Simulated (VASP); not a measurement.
Input of a VASP 6.6.1 run:

Contents of INCAR:

```
ALGO = Normal
EDIFF = 1E-6
ENCUT = 520
GGA = PE
ISIF = 2
ISMEAR = -1
LASPH = True
LCHARG = False
LREAL = False
LWAVE = False
NBANDS = 11
NELM = 100
PREC = Accurate
SIGMA = 0.04
```

KPOINTS

```
k-points
0
Gamma
  6 6 6
```

File POSCAR:

```
BeS
1.0
    0.0000000000      2.4250000000      2.4250000000
    2.4250000000      0.0000000000      2.4250000000
    2.4250000000      2.4250000000      0.0000000000
S Be
1 1
Direct
    0.7500000000      0.7500000000      0.7500000000
    0.0000000000      0.0000000000      0.0000000000
```

Potentials or basis: VASP PAW PBE potentials, release 64 (S, Be).

Command:

```sh
$ cat potpaw_PBE.64/S/POTCAR potpaw_PBE.64/Be/POTCAR > POTCAR
$ mpirun -np 1 vasp_std > vasp.out
```

Task: Estimate the pressure.

Result: 1.6 GPa.

Task: Estimate the band gap on the k mesh.

Result: 3.11 eV, indirect (least direct gap 5.67 eV).

A k mesh can miss the band edges.
